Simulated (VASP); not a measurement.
Wanted: the native input for a VASP 6.6.1 run.

```
Task                   : electric field gradients
Functional             : r2SCAN
Potentials or basis    : VASP PAW PBE potentials, release 64 (Si, N)
Cutoff                 : 520 eV
k mesh                 : 4 × 4 × 10
Occupations            : fermi-dirac, width 0.02 eV
Spin                   : no spin polarisation
Dipole correction      : no
Further INCAR settings : ALGO = Normal; EDIFF = 1e-08; NBANDS = 45
```

Crystal: Si3N4.

```
Si N
1.0
     7.60930    0.00000    0.00000
    -3.80465    6.58985    0.00000
     0.00000    0.00000    2.90790
Si N
6 8
Direct
  0.17391 0.76777 0.25000
  0.40614 0.17391 0.75000
  0.23223 0.40614 0.25000
  0.82609 0.23223 0.75000
  0.59386 0.82609 0.25000
  0.76777 0.59386 0.75000
  0.33333 0.66667 0.25000
  0.66667 0.33333 0.75000
  0.32978 0.02978 0.25000
  0.30000 0.32978 0.75000
  0.97022 0.30000 0.25000
  0.67022 0.97022 0.75000
  0.70000 0.67022 0.25000
  0.02978 0.70000 0.75000
```

The input as run:

POSCAR

```
Si3N4
1.0
    7.6093000000      0.0000000000      0.0000000000
   -3.8046500000      6.5898471050      0.0000000000
    0.0000000000      0.0000000000      2.9079000000
Si N
6 8
Direct
    0.1739076037      0.7677713740      0.2500000000
    0.4061362297      0.1739076037      0.7500000000
    0.2322286260      0.4061362297      0.2500000000
    0.8260923963      0.2322286260      0.7500000000
    0.5938637703      0.8260923963      0.2500000000
    0.7677713740      0.5938637703      0.7500000000
    0.3333333333      0.6666666667      0.2500000000
    0.6666666667      0.3333333333      0.7500000000
    0.3297847804      0.0297818406      0.2500000000
    0.3000029399      0.3297847804      0.7500000000
    0.9702181594      0.3000029399      0.2500000000
    0.6702152196      0.9702181594      0.7500000000
    0.6999970601      0.6702152196      0.2500000000
    0.0297818406      0.6999970601      0.7500000000
```

INCAR.step1

```
SYSTEM = Si3N4
PREC = Accurate
ENCUT = 520
ISMEAR = -1
SIGMA = 0.02
LREAL = .FALSE.
LASPH = .TRUE.
NELM = 80
NBANDS = 45
GGA = PE
ALGO = Normal
EDIFF = 1E-4
LWAVE = .TRUE.
LCHARG = .FALSE.
```

INCAR.step2

```
SYSTEM = Si3N4
PREC = Accurate
ENCUT = 520
EDIFF = 1E-8
ISMEAR = -1
SIGMA = 0.02
LREAL = .FALSE.
LASPH = .TRUE.
NELM = 80
ALGO = Normal
ISIF = 2
LWAVE = .FALSE.
LCHARG = .FALSE.
METAGGA = R2SCAN
LMIXTAU = .TRUE.
LEFG = .TRUE.
NBANDS = 45
ISTART = 1
```

KPOINTS

```
regular mesh
0
G
  4 4 10
  0 0 0
```

Potentials or basis: VASP PAW PBE potentials, release 64 (Si, N).

Command:

```sh
$ cat potpaw_PBE.64/Si/POTCAR potpaw_PBE.64/N/POTCAR > POTCAR
$ cp INCAR.step1 INCAR
$ mpirun -np 1 vasp_std > vasp.out
$ cp INCAR.step2 INCAR
$ mpirun -np 1 vasp_std > vasp.out
```

It gave:

* Pressure: -0.8 GPa
* Largest force: 0.051 eV/Å
* Band gap on the k mesh: 4.98 eV (least direct gap 5.18 eV)
* Largest electric field gradient by atom: Si +9.7; N -46.6, -46.3 (each value once) V/Å²

Caveat: without QUAD_EFG the Cq values of the log hold for a quadrupole moment of 1 mb, not for the nuclei; the PAW data sets were made with another functional, which shifts forces and pressure a little.

Wall time 5.7 min on 1 thread of Intel(R) Xeon(R) Platinum 8488C (Sapphire Rapids), with other jobs on the host, peak memory 0.36 GiB.
